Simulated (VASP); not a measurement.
A run of VASP 6.6.1:

Contents of INCAR:

```
SYSTEM = Sn2SeS3
ALGO     = Normal         ! electronic algorithm
EDIFF    = 1E-7           ! SCF threshold, eV
ENCUT    = 520            ! plane-wave cutoff, eV
GGA      = PE             ! functional
ISIF     = 2              ! what is computed and relaxed
ISMEAR   = 0              ! smearing method
LASPH    = .TRUE.         ! aspherical terms in the spheres
LCHARG   = .TRUE.         ! write CHGCAR
LELF     = .TRUE.         ! ELF
LREAL    = .FALSE.        ! projectors in reciprocal space
LVHAR    = .TRUE.       
LWAVE    = .FALSE.        ! write WAVECAR
NBANDS   = 35             ! bands
NELM     = 80             ! most SCF steps
PREC     = Accurate       ! precision mode
SIGMA    = 0.1            ! smearing width, eV
```

The input KPOINTS:

```
k-points
0
G
  3 3 3
  0 0 0
```

File POSCAR:

```
Sn2SeS3
1.0
    3.0211787929      1.7442783875      4.9209879463
   -3.0211787929      1.7442783875      4.9209879463
    0.0000000000     -3.4885567805      4.9209879444
Sn Se S
2 1 3
Direct
    0.6999032211      0.6999032211      0.6999032211
    0.3000967789      0.3000967789      0.3000967789
    0.0000000000      0.0000000000      0.0000000000
    0.0000000000      0.5000000000      0.0000000000
    0.5000000000      0.0000000000      0.0000000000
    0.0000000000      0.0000000000      0.5000000000
```

Potentials or basis: VASP PAW PBE potentials, release 64 (Sn_d, Se, S).

Run with:

```console
$ cat potpaw_PBE.64/Sn_d/POTCAR potpaw_PBE.64/Se/POTCAR potpaw_PBE.64/S/POTCAR > POTCAR
$ mpirun -np 1 vasp_std > vasp.out
```

Hardware: 1 thread of Intel Xeon 8259CL, with other jobs on the host.

Problem. Estimate the wall time of this run.

Solution. It took 80 s on 1 thread of Intel Xeon 8259CL, with other jobs on the host, peak memory 0.33 GiB. Counts: scf iterations 15, k points 6.
